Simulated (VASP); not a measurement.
The system is AlB2P3.

```
CELL_PARAMETERS angstrom
4.51544 0.00000 0.00000
0.00000 4.51544 0.00000
0.00000 0.00000 4.99706
ATOMIC_POSITIONS crystal
Al 0.50000 0.50000 0.00000
B 0.00000 0.50000 0.00000
B 0.50000 0.00000 0.00000
P 0.00000 0.50000 0.50000
P 0.50000 0.00000 0.50000
P 0.50000 0.50000 0.50000
```

* Program: VASP 6.6.1
* Task: relaxation of cell and atoms
* Functional: PBE
* Potentials or basis: VASP PAW PBE potentials, release 64 (Al, B, P)
* Cutoff: 600 eV
* k mesh: 4 × 4 × 4
* Occupations: gaussian, width 0.1 eV
* Spin: no spin polarisation

At the start: pressure -5.8 GPa; volume 16.98 Å³/atom.

**Question.** Where does the relaxation end?

**Answer.** Over 8 steps the energy falls by 75.8 meV/atom and the volume is 15.71 Å³/atom (-7.5 %); space group P4/mmm (No. 123, to 0.05 Å).

The path:
```csv
step,energy change (eV),largest force (eV/Å),pressure (GPa),volume (Å³)
1,0.0000,0.0000,-5.80,101.89
2,-0.3422,0.0000,0.35,93.01
3,-0.3591,0.0000,1.94,91.21
4,-0.3603,0.0000,2.48,90.64
5,-0.4388,0.0000,2.08,91.81
6,-0.4406,0.0000,2.09,92.05
7,-0.4529,0.0000,-0.78,95.13
8,-0.4551,0.0000,0.00,94.25
```

Final structure:
```
CELL_PARAMETERS angstrom
4.57478 0.00000 0.00000
0.00000 4.57478 0.00000
0.00000 0.00000 4.50322
ATOMIC_POSITIONS crystal
Al 0.50000 0.50000 0.00000
B 0.00000 0.50000 0.00000
B 0.50000 0.00000 0.00000
P 0.00000 0.50000 0.50000
P 0.50000 0.00000 0.50000
P 0.50000 0.50000 0.50000
```
